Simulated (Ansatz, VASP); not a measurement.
Two plane-wave programs on GaAs

Contents of INCAR:

```
PREC = Accurate ; ENCUT = 600
EDIFF = 1E-6 ; ISMEAR = -1
SIGMA = 0.02 ; LREAL = F
LASPH = T ; NELM = 120
ALGO = Normal ; ISIF = 2
LWAVE = F ; LCHARG = F
GGA = PE ; NBANDS = 21
GGA_COMPAT = F
```

KPOINTS

```
Automatic mesh
0
Gamma
  8 8 8
```

The input POSCAR:

```
GaAs
1.0
    0.0000000000      2.8330850941      2.7622579668
    2.8330850941      0.0000000000      2.7622579668
    2.8330850941      2.8330850941      0.0000000000
Ga As
1 1
Direct
    0.0000000000      0.0000000000      0.0000000000
    0.2500000000      0.2500000000      0.2500000000
```

Input for Ansatz:

```yaml
crystal:
  lattice:
    - [0.0, 2.8330850941, 2.7622579668]
    - [2.8330850941, 0.0, 2.7622579668]
    - [2.8330850941, 2.8330850941, 0.0]
  atoms:
    - { symbol: Ga, position: [0.0, 0.0, 0.0] }
    - { symbol: As, position: [0.25, 0.25, 0.25] }
kpoints:
  mp_grid: { grid: [8, 8, 8] }
  band_path:
    path:
      - [0.0, 0.0, 0.0]
      - [-0.5, -0.5, 0.0]
      - [-0.375, -0.375, 0.25]
      - [-0.375, 0.0, 0.375]
      - [0.0, 0.0, 0.5]
      - [-0.5, -0.25, 0.25]
    npoints: 1
hamiltonian:
  xc: pbe
scf:
  occupations: { method: fermi_dirac, width: 0.02 }
  n_extra_bands: 4
output:
  forces: true
  stress: true
  eigenvalues: true
```

Change from the starting cell: uniaxial_z strain -2.5%.

Alike in both runs: task single point; functional PBE; k mesh 8 × 8 × 8; occupations fermi-dirac, width 0.02 eV; no spin polarisation.

|  | VASP | Ansatz |
| --- | --- | --- |
| version | VASP 6.6.1 | Ansatz 0.2.0 |
| potentials or method | VASP PAW PBE potentials, release 64 (Ga_d, As_d) | plane waves, PAW |
| plane-wave cutoff (eV) | 600 | 420 |
| valence electrons in the cell | 28 | 28 |

```tsv
	VASP	Ansatz	Ansatz less VASP
pressure (GPa)	4.7	4.7	+0.08
traceless stress, the component that is largest in VASP (GPa)	0.95	0.95	+0.002
```
